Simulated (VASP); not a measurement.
A run of VASP 6.6.1 is set up as follows.

The input INCAR:

```
PREC = Accurate
ENCUT = 520
EDIFF = 1E-8
ISMEAR = 0
SIGMA = 0.01
LREAL = False
LASPH = True
NELM = 100
ALGO = Normal
ISIF = 2
LWAVE = False
LCHARG = False
GGA = PS
LEPSILON = True
```

File KPOINTS:

```
regular mesh
0
Gamma
  12 12 4
```

The input POSCAR:

```
BN
1.0
    2.4982400000      0.0000000000      0.0000000000
   -1.2491200000      2.1635393048      0.0000000000
    0.0000000000      0.0000000000      6.6357000000
B N
2 2
Direct
    0.3333333333      0.6666666667      0.2500000000
    0.6666666667      0.3333333333      0.7500000000
    0.3333333333      0.6666666667      0.7500000000
    0.6666666667      0.3333333333      0.2500000000
```

Potentials or basis: VASP PAW PBE potentials, release 64 (B, N).

Launch:

```sh
$ cat potpaw_PBE.64/B/POTCAR potpaw_PBE.64/N/POTCAR > POTCAR
$ mpirun -np 1 vasp_std > vasp.out
```

(1) Estimate the electronic dielectric tensor (diagonal).

(2) Predict the Born charges (mean of the diagonal).

(3) What does it give for the band gap on the k mesh?

## Answers

(1) 4.81, 4.81, 2.74.

(2) B +2.05; N -2.05 e.

(3) 4.18 eV (least direct gap 4.60 eV).
